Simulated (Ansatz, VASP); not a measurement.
# Mg3CdTe4: VASP beside Ansatz

```xyz
8
Lattice="6.5157 0.0000 0.0000 0.0000 6.5157 0.0000 0.0000 0.0000 6.5157" Properties=species:S:1:pos:R:3 pbc="T T T"
Mg    0.0000    0.0000    3.2578
Mg    0.0000    3.2578    0.0000
Mg    3.2578    0.0000    0.0000
Cd    3.2578    3.2578    3.2578
Te    4.9062    4.9062    4.9062
Te    4.9062    1.6095    1.6095
Te    1.6095    4.9062    1.6095
Te    1.6095    1.6095    4.9062
```

Alike in both runs: functional PBE; k mesh 4 × 4 × 4; occupations gaussian, width 0.1 eV; no spin polarisation.

Ansatz relaxed the structure, and its values are those at the end. VASP's run is a single point on that final structure, the one shown.

```csv
,VASP,Ansatz
version,VASP 6.6.1,Ansatz 0.2.0
potentials or method,"VASP PAW PBE potentials, release 64 (Mg, Cd, Te), cutoff 520 eV","scalar-relativistic, plane waves, PAW"
valence electrons in the cell,42,114
```

|  | VASP | Ansatz | Ansatz less VASP |
| --- | --- | --- | --- |
| gap on the k mesh at the Fermi level (eV) | 1.80 | 1.81 | +0.006 |
| least direct gap on the mesh (eV) | 1.80 | 1.81 | +0.006 |
| pressure (GPa) | 0.3 | 0.3 | -0.02 |
| rms of the force components (eV/Å) | 0.013 | 0.007 | -0.0059 |

The functional is the same, so the differences come from potentials, cutoffs and numerics. VASP's potentials hold 42 valence electrons a cell and Ansatz's 114, so a difference there can come from the potentials and not from the codes.

Spin-orbit coupling is off throughout.
